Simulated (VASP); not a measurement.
# Sr2SO (P4/mmm) in VASP: notebook

Aim: see how the results for Sr2SO move with the level of theory and the settings. Levels: PBE+D4, PBE. Tasks: single point.

All numbers are computed with VASP 6.6.1; they aren't measurements. Logs are shortened: lines on timing, memory, paths and dates and some standing lists are left out, and cuts for length are marked.

## (1) The cell of the first run

It takes space group P4/mmm (No. 123, tetragonal). The conventional cell has a = 4.007 Å, b = 4.007 Å, c = 5.674 Å, α = 90.00°, β = 90.00°, γ = 90.00°. Sr (site symmetry 4/mmm) has 4 O at 2.83 Å and 2 S at 2.84 Å within 3.7 Å. Sr (site symmetry 4/mmm) has 4 S at 2.83 Å and 2 O at 2.84 Å within 3.7 Å. S (site symmetry 4/mmm) has 6 Sr at 2.83 to 2.84 Å within 3.7 Å. Within 3.7 Å of O (site symmetry 4/mmm) lie 6 Sr at 2.83 to 2.84 Å.

## (2) Single point, PBE+D4

INCAR

```
ALGO = Normal ; EDIFF = 1E-7
ENCUT = 520 ; GGA = PE
ISIF = 2 ; ISMEAR = 0
IVDW = 13 ; LASPH = T
LCHARG = F ; LREAL = F
LWAVE = F ; NBANDS = 24
NELM = 100 ; PREC = Accurate
SIGMA = 0.01
```

KPOINTS

```
k-points
0
Gamma
  6 6 4
```

POSCAR

```
Sr2SO
1.0
    4.0065497496      0.0000000000      0.0000000000
    0.0000000000      4.0065497496      0.0000000000
    0.0000000000      0.0000000000      5.6737070963
Sr S O
2 1 1
Direct
    0.0000000000      0.0000000000      0.0000000000
    0.5000000000      0.5000000000      0.5000000000
    0.0000000000      0.0000000000      0.5000000000
    0.5000000000      0.5000000000      0.0000000000
```

Potentials or basis: VASP PAW PBE potentials, release 64 (Sr_sv, S, O).

Run with:

```bash
$ cat potpaw_PBE.64/Sr_sv/POTCAR potpaw_PBE.64/S/POTCAR potpaw_PBE.64/O/POTCAR > POTCAR
$ mpirun -np 1 vasp_std > vasp.out
```

OUTCAR:

```text
EDIFF = 1E-7
   ENCUT = 520
   GGA = PE
   ISIF = 2
   ISMEAR = 0
   IVDW = 13
   LASPH = T
   LREAL = F
   NELM = 100
   PREC = Accurate

 ion  position               nearest neighbor table
   1  0.000  0.000  0.000-   4 2.83   4 2.83   4 2.83   4 2.83   3 2.84   3 2.84   2 4.01   2 4.01
                             2 4.01   2 4.01   2 4.01   2 4.01   2 4.01   2 4.01
   2  0.500  0.500  0.500-   3 2.83   3 2.83   3 2.83   3 2.83   4 2.84   4 2.84   1 4.01   1 4.01
                             1 4.01   1 4.01   1 4.01   1 4.01   1 4.01   1 4.01
   3  0.000  0.000  0.500-   2 2.83   2 2.83   2 2.83   2 2.83   1 2.84   1 2.84
   4  0.500  0.500  0.000-   1 2.83   1 2.83   1 2.83   1 2.83   2 2.84   2 2.84

  LATTYP: Found a simple tetragonal cell.
 ALAT       =     4.0065497496
 C/A-ratio  =     1.4161079859

  Lattice vectors:

 A1 = (   4.0065497496,   0.0000000000,   0.0000000000)
 A2 = (   0.0000000000,   4.0065497496,   0.0000000000)
 A3 = (   0.0000000000,   0.0000000000,   5.6737070963)

Analysis of symmetry for initial positions (statically):
=====================================================================
 Subroutine PRICEL returns:
 Original cell was already a primitive cell.

 Routine SETGRP: Setting up the symmetry group for a
 simple tetragonal supercell.

 Subroutine GETGRP returns: Found 16 space group operations
 (whereof 16 operations were pure point group operations)
 out of a pool of 16 trial point group operations.

The static configuration has the point symmetry D_4h.

Analysis of symmetry for dynamics (positions and initial velocities):
=====================================================================
 Subroutine PRICEL returns:
 Original cell was already a primitive cell.

 Routine SETGRP: Setting up the symmetry group for a
 simple tetragonal supercell.

 Subroutine GETGRP returns: Found 16 space group operations
 (whereof 16 operations were pure point group operations)
 out of a pool of 16 trial point group operations.

The dynamic configuration has the point symmetry D_4h.

 Subroutine INISYM returns: Found 16 space group operations
 (whereof 16 operations are pure point group operations),
 and found     1 'primitive' translations

----------------------------------------------------------------------------------------
[... 95 lines left out ...]
   ENCUT  =  520.0 eV  38.22 Ry    6.18 a.u.   7.45  7.45 10.55*2*pi/ulx,y,z
   NELM   =    100;   NELMIN=  2; NELMDL= -5     # of ELM steps
   EDIFF  = 0.1E-06   stopping-criterion for ELM
   LREAL  =      F    real-space projection
   EDIFFG = 0.1E-05   stopping-criterion for IOM
   NSW    =      0    number of steps for IOM
   IBRION =     -1    ionic relax: 0-MD 1-quasi-New 2-CG
   NFREE  =      0    steps in history (QN), initial steepest desc. (CG)
   ISIF   =      2    stress and relaxation
   ISYM   =      2    0-nonsym 1-usesym 2-fastsym
   POTIM  = 0.5000    time-step for ionic-motion
   TEBEG  =    0.0;   TEEND  =   0.0 temperature during run
   PSTRESS=    0.0 pullay stress
   NELECT =      32.0000    total number of electrons
   NUPDOWN=      -1.0000    fix difference up-down
   EMIN   =  10.00;   EMAX   =-10.00  energy-range for DOS
   EFERMI =   0.00;   METHOD = LEGACY
   ISMEAR =     0;   SIGMA  =   0.01  broadening in eV -4-tet -1-fermi 0-gaus
   EFERMI_NEDOS =   21; number of points for ismear=-14 and -15
   IALGO  =     38    algorithm
   IMIX   =      4    mixing-type and parameters
     AMIX     =   0.40;   BMIX     =  1.00
     AMIX_MAG =   1.60;   BMIX_MAG =  1.00
  volume/ion in A,a.u.               =      22.77       153.65
  Fermi-wavevector in a.u.,A,eV,Ry     =   1.155196  2.183003 18.156657  1.334477
  Thomas-Fermi vector in A             =   2.291826
   LORBIT       =      0    0 simple, 1 ext, 2 COOP (PROOUT), +10 PAW based schemes
   GGA     = PE    functional components
   LHFCALC =     F    Hartree Fock is set to
   AEXX    =    0.0000 exact exchange contribution
   IVDW    =    13    specifies the selected vdW correction
   LEPSILON=     F    determine dielectric tensor
   LRPA    =     F    only Hartree local field effects (RPA)
 non-spin polarized calculation
 Gauss-broadening in eV      SIGMA  =   0.01
  energy-cutoff  :      520.00
  volume of cell :       91.08
 maximum number of plane-waves:      2486
 NGX is ok and might be reduce to    30
   NGX = 15   NGY = 15   NGZ = 21

 number of electron      31.9999992 magnetization

 Free energy of the ion-electron system (eV)
  ---------------------------------------------------
  ext. energy  EPLUGINS =         0.00000000
  ---------------------------------------------------
  free energy    TOTEN  =       -21.21030305 eV

  energy without entropy =      -21.21030305  energy(sigma->0) =      -21.21030305

 E-fermi :   2.0429     XC(G=0):  -9.2371

 val. band max:        1.9537818350   @ k =   0.0000   0.0000   0.0000
 cond. band min:       4.1227432373   @ k =   0.0000   0.0000   0.0000
 fundamental gap:      2.1689614023
 Fermi energy:         2.0429189331

 k-point     1 :       0.0000    0.0000    0.0000
  band No.  band energies     occupation
      1     -31.4735      2.00000
      2     -31.3900      2.00000
      3     -13.8111      2.00000
      4     -13.5316      2.00000
      5     -13.5316      2.00000
      6     -13.3299      2.00000
[... 637 lines left out ...]
     23       9.5061      0.00000
     24       9.6297      0.00000

 [... further k-points ...]

------------------------ aborting loop because EDIFF is reached ----------------------------------------

  DFT-D4 for vdW energy calculation

  Edisp (eV):   -0.74716

  FORCE on cell =-STRESS in cart. coord.  units (eV):
  Direction    XX          YY          ZZ          XY          YZ          ZX
  --------------------------------------------------------------------------------------
  -------------------------------------------------------------------------------------
  Total       0.12059     0.12059     0.12841     0.00000     0.00000    -0.00000
  in kB       2.12139     2.12139     2.25886     0.00000     0.00000    -0.00000
  external pressure =        2.17 kB  Pullay stress =        0.00 kB

 VOLUME and BASIS-vectors are now :
 -----------------------------------------------------------------------------
  energy-cutoff  :      520.00
  volume of cell :       91.08
      direct lattice vectors                 reciprocal lattice vectors
     4.006549750  0.000000000  0.000000000     0.249591310  0.000000000  0.000000000
     0.000000000  4.006549750  0.000000000     0.000000000  0.249591310  0.000000000
     0.000000000  0.000000000  5.673707096     0.000000000  0.000000000  0.176251608

 POSITION                                       TOTAL-FORCE (eV/Angst)
 -----------------------------------------------------------------------------------
      0.00000      0.00000      0.00000         0.000000      0.000000      0.000000
      2.00327      2.00327      2.83685         0.000000      0.000000      0.000000
      0.00000      0.00000      2.83685         0.000000      0.000000      0.000000
      2.00327      2.00327      0.00000         0.000000      0.000000      0.000000
 -----------------------------------------------------------------------------------
    total drift:                                0.000000      0.000000     -0.000000

  FREE ENERGIE OF THE ION-ELECTRON SYSTEM (eV)
  ---------------------------------------------------
  free  energy   TOTEN  =       -21.9574598155 eV

  energy  without entropy=      -21.9574598155  energy(sigma->0) =      -21.95745982
```

OSZICAR:

```text
N       E                     dE             d eps       ncg     rms          rms(c)
DAV:   1     0.175875066141E+03    0.17588E+03   -0.15627E+04  1440   0.124E+03
DAV:   2    -0.118903540856E+02   -0.18777E+03   -0.17498E+03  1848   0.261E+02
DAV:   3    -0.235157576859E+02   -0.11625E+02   -0.11548E+02  2280   0.587E+01
DAV:   4    -0.239038241244E+02   -0.38807E+00   -0.38772E+00  2096   0.888E+00
DAV:   5    -0.239090026511E+02   -0.51785E-02   -0.51783E-02  2056   0.108E+00    0.242E+01
DAV:   6    -0.214569650637E+02    0.24520E+01   -0.13399E+01  1720   0.160E+01    0.207E+01
DAV:   7    -0.212126326086E+02    0.24433E+00   -0.16426E+00  1744   0.648E+00    0.126E+01
DAV:   8    -0.212084009678E+02    0.42316E-02   -0.31050E-01  1880   0.368E+00    0.786E-01
DAV:   9    -0.212080677209E+02    0.33325E-03   -0.28715E-02  1864   0.920E-01    0.341E-01
DAV:  10    -0.212096603455E+02   -0.15926E-02   -0.36942E-03  1800   0.343E-01    0.159E-01
DAV:  11    -0.212102462994E+02   -0.58595E-03   -0.14875E-03  1808   0.196E-01    0.700E-02
DAV:  12    -0.212103127272E+02   -0.66428E-04   -0.30758E-04  1856   0.988E-02    0.417E-02
DAV:  13    -0.212103016534E+02    0.11074E-04   -0.45613E-05  1880   0.367E-02    0.160E-02
DAV:  14    -0.212103030999E+02   -0.14465E-05   -0.14677E-05  1976   0.169E-02    0.380E-03
DAV:  15    -0.212103030513E+02    0.48610E-07   -0.70808E-07  1904   0.465E-03
   1 F= -.21957460E+02 E0= -.21957460E+02  d E =-.244097E-38
```

Wall time 90 s (1 thread of Intel Xeon 8259CL, shared host); peak memory 0.22 GiB.

What came out:

- Free energy: -21.9575 eV
- Pressure: 0.2 GPa
- Band gap on the k mesh: 2.17 eV
- Dispersion energy per atom: -0.187 eV

## (3) Single point, PBE

This run uses another cell than the first one, of 23.29 Å³/atom.

INCAR

```
ALGO = Normal
EDIFF = 1E-6
ENCUT = 520
GGA = PE
ISIF = 2
ISMEAR = 0
LASPH = True
LCHARG = False
LREAL = False
LWAVE = False
NBANDS = 24
NELM = 80
PREC = Accurate
SIGMA = 0.01
```

KPOINTS is that of step 2.

POSCAR

```
Sr2SO
1.0
    4.0372951982      0.0000000000      0.0000000000
    0.0000000000      4.0372951982      0.0000000000
    0.0000000000      0.0000000000      5.7146654960
Sr S O
2 1 1
Direct
    0.0000000000      0.0000000000      0.0000000000
    0.5000000000      0.5000000000      0.5000000000
    0.0000000000      0.0000000000      0.5000000000
    0.5000000000      0.5000000000      0.0000000000
```

Potentials or basis: VASP PAW PBE potentials, release 64 (Sr_sv, S, O).

Run with:

```bash
$ cat potpaw_PBE.64/Sr_sv/POTCAR potpaw_PBE.64/S/POTCAR potpaw_PBE.64/O/POTCAR > POTCAR
$ mpirun -np 1 vasp_std > vasp.out
```

OUTCAR:

```text
EDIFF = 1E-6
   ENCUT = 520
   GGA = PE
   ISIF = 2
   ISMEAR = 0
   LASPH = True
   LREAL = False
   NELM = 80
   PREC = Accurate

 ion  position               nearest neighbor table
   1  0.000  0.000  0.000-   4 2.85   4 2.85   4 2.85   4 2.85   3 2.86   3 2.86   2 4.04   2 4.04
                             2 4.04   2 4.04   2 4.04   2 4.04   2 4.04   2 4.04
   2  0.500  0.500  0.500-   3 2.85   3 2.85   3 2.85   3 2.85   4 2.86   4 2.86   1 4.04   1 4.04
                             1 4.04   1 4.04   1 4.04   1 4.04   1 4.04   1 4.04
   3  0.000  0.000  0.500-   2 2.85   2 2.85   2 2.85   2 2.85   1 2.86   1 2.86
   4  0.500  0.500  0.000-   1 2.85   1 2.85   1 2.85   1 2.85   2 2.86   2 2.86

  LATTYP: Found a simple tetragonal cell.
 ALAT       =     4.0372951982
 C/A-ratio  =     1.4154688264

  Lattice vectors:

 A1 = (   4.0372951982,   0.0000000000,   0.0000000000)
 A2 = (   0.0000000000,   4.0372951982,   0.0000000000)
 A3 = (   0.0000000000,   0.0000000000,   5.7146654960)

Analysis of symmetry for initial positions (statically):
=====================================================================
 Subroutine PRICEL returns:
 Original cell was already a primitive cell.

 Routine SETGRP: Setting up the symmetry group for a
 simple tetragonal supercell.

 Subroutine GETGRP returns: Found 16 space group operations
 (whereof 16 operations were pure point group operations)
 out of a pool of 16 trial point group operations.

The static configuration has the point symmetry D_4h.

Analysis of symmetry for dynamics (positions and initial velocities):
=====================================================================
 Subroutine PRICEL returns:
 Original cell was already a primitive cell.

 Routine SETGRP: Setting up the symmetry group for a
 simple tetragonal supercell.

 Subroutine GETGRP returns: Found 16 space group operations
[... 124 lines left out ...]
   IALGO  =     38    algorithm
   IMIX   =      4    mixing-type and parameters
     AMIX     =   0.40;   BMIX     =  1.00
     AMIX_MAG =   1.60;   BMIX_MAG =  1.00
  volume/ion in A,a.u.               =      23.29       157.15
  Fermi-wavevector in a.u.,A,eV,Ry     =   1.146571  2.166705 17.886554  1.314625
  Thomas-Fermi vector in A             =   2.283255
   LORBIT       =      0    0 simple, 1 ext, 2 COOP (PROOUT), +10 PAW based schemes
   GGA     = PE    functional components
   LHFCALC =     F    Hartree Fock is set to
   AEXX    =    0.0000 exact exchange contribution
   IVDW    =     0    specifies the selected vdW correction
   LEPSILON=     F    determine dielectric tensor
   LRPA    =     F    only Hartree local field effects (RPA)
 non-spin polarized calculation
 Gauss-broadening in eV      SIGMA  =   0.01
  energy-cutoff  :      520.00
  volume of cell :       93.15
 maximum number of plane-waves:      2566
   NGX = 15   NGY = 15   NGZ = 21

 number of electron      31.9999995 magnetization

 Free energy of the ion-electron system (eV)
  ---------------------------------------------------
  ext. energy  EPLUGINS =         0.00000000
  ---------------------------------------------------
  free energy    TOTEN  =       -21.22276105 eV

  energy without entropy =      -21.22276105  energy(sigma->0) =      -21.22276105

 E-fermi :   1.9158     XC(G=0):  -9.1399

 val. band max:        1.8554279674   @ k =   0.0000   0.0000   0.0000
 cond. band min:       4.0437767873   @ k =   0.0000   0.0000   0.0000
 fundamental gap:      2.1883488199
 Fermi energy:         1.9157635115

 k-point     1 :       0.0000    0.0000    0.0000
  band No.  band energies     occupation
      1     -31.6710      2.00000
      2     -31.5915      2.00000
      3     -13.9761      2.00000
      4     -13.7171      2.00000
      5     -13.7171      2.00000
      6     -13.5316      2.00000
[... 637 lines left out ...]
     23       9.2863      0.00000
     24       9.4035      0.00000

 [... further k-points ...]

------------------------ aborting loop because EDIFF is reached ----------------------------------------

  FORCE on cell =-STRESS in cart. coord.  units (eV):
  Direction    XX          YY          ZZ          XY          YZ          ZX
  --------------------------------------------------------------------------------------
  -------------------------------------------------------------------------------------
  Total        0.1221267      0.1221267      0.1352032      0.0000000      0.0000000      0.0000000
  in kB        2.1006285      2.1006285      2.3255499      0.0000000      0.0000000      0.0000000
  external PRESSURE =       2.1756023 kB  Pullay stress =       0.0000000 kB

 VOLUME and BASIS-vectors are now :
 -----------------------------------------------------------------------------
  energy-cutoff  :      520.00
  volume of cell :       93.15
      direct lattice vectors                 reciprocal lattice vectors
     4.037295198  0.000000000  0.000000000     0.247690583  0.000000000  0.000000000
     0.000000000  4.037295198  0.000000000     0.000000000  0.247690583  0.000000000
     0.000000000  0.000000000  5.714665496     0.000000000  0.000000000  0.174988370

 POSITION                                       TOTAL-FORCE (eV/Angst)
 -----------------------------------------------------------------------------------
      0.00000      0.00000      0.00000         0.000000      0.000000      0.000000
      2.01865      2.01865      2.85733         0.000000      0.000000      0.000000
      0.00000      0.00000      2.85733         0.000000      0.000000      0.000000
      2.01865      2.01865      0.00000         0.000000      0.000000      0.000000
 -----------------------------------------------------------------------------------
    total drift:                                0.000000      0.000000     -0.000000

  FREE ENERGIE OF THE ION-ELECTRON SYSTEM (eV)
  ---------------------------------------------------
  free  energy   TOTEN  =       -21.2227610480 eV

  energy  without entropy=      -21.2227610480  energy(sigma->0) =      -21.22276105
```

OSZICAR:

```text
N       E                     dE             d eps       ncg     rms          rms(c)
DAV:   1     0.176062985204E+03    0.17606E+03   -0.15596E+04  1440   0.124E+03
DAV:   2    -0.118233059518E+02   -0.18789E+03   -0.17530E+03  1904   0.260E+02
DAV:   3    -0.235870451793E+02   -0.11764E+02   -0.11676E+02  2248   0.586E+01
DAV:   4    -0.239480887333E+02   -0.36104E+00   -0.36060E+00  2096   0.869E+00
DAV:   5    -0.239528630480E+02   -0.47743E-02   -0.47741E-02  2064   0.108E+00    0.231E+01
DAV:   6    -0.214852155957E+02    0.24676E+01   -0.13674E+01  1712   0.160E+01    0.199E+01
DAV:   7    -0.212256394617E+02    0.25958E+00   -0.16725E+00  1728   0.644E+00    0.123E+01
DAV:   8    -0.212211879685E+02    0.44515E-02   -0.31561E-01  1904   0.372E+00    0.799E-01
DAV:   9    -0.212203706503E+02    0.81732E-03   -0.29772E-02  1928   0.935E-01    0.333E-01
DAV:  10    -0.212221066060E+02   -0.17360E-02   -0.37151E-03  1832   0.342E-01    0.162E-01
DAV:  11    -0.212227170644E+02   -0.61046E-03   -0.16295E-03  1864   0.200E-01    0.724E-02
DAV:  12    -0.212227732406E+02   -0.56176E-04   -0.36906E-04  1848   0.103E-01    0.434E-02
DAV:  13    -0.212227603932E+02    0.12847E-04   -0.48963E-05  1848   0.371E-02    0.183E-02
DAV:  14    -0.212227611535E+02   -0.76031E-06   -0.17494E-05  1904   0.180E-02    0.425E-03
DAV:  15    -0.212227610480E+02    0.10556E-06   -0.88361E-07  1392   0.527E-03
   1 F= -.21222761E+02 E0= -.21222761E+02  d E =-.121376E-19
```

stdout:

```text
POSCAR found type information on POSCAR SrS O
 POSCAR found :  3 types and       4 ions
 scaLAPACK will be used
 LDA part: xc-table for (Slater+PW92), standard interpolation
 POSCAR, INCAR and KPOINTS ok, starting setup
 FFT: planning ... GRIDC
 FFT: planning ... GRID_SOFT
 FFT: planning ... GRID
 WAVECAR not read
 entering main loop
```

Wall time 1.8 min (1 thread of Intel Xeon 8259CL, shared host); peak memory 0.23 GiB.

Results:

| Quantity | Value |
| --- | --- |
| Free energy | -21.2228 eV |
| Pressure | 0.2 GPa |
| Band gap on the k mesh | 2.19 eV |

Levels at points of the mesh, in eV from the valence-band top:
| k point | band 13 | band 14 | band 15 | band 16 | band 17 | band 18 | band 19 | band 20 |
| --- | --- | --- | --- | --- | --- | --- | --- | --- |
| (0.00, 0.00, 0.00) | -0.70 | -0.04 | 0.00 | 0.00 | 2.19 | 2.92 | 4.60 | 4.60 |
| (0.50, 0.00, 0.00) | -1.38 | -1.20 | -0.56 | -0.44 | 4.33 | 5.36 | 5.69 | 5.82 |
| (0.50, 0.50, 0.00) | -0.90 | -0.27 | -0.27 | -0.14 | 2.38 | 2.38 | 5.50 | 6.35 |
| (0.00, 0.00, 0.50) | -0.79 | -0.79 | -0.10 | -0.10 | 2.55 | 4.08 | 4.24 | 5.20 |
| (0.50, 0.00, 0.50) | -1.85 | -0.99 | -0.77 | -0.61 | 5.24 | 5.56 | 5.98 | 6.22 |
| (0.50, 0.50, 0.50) | -1.61 | -0.70 | -0.55 | -0.55 | 4.16 | 4.16 | 5.58 | 5.58 |
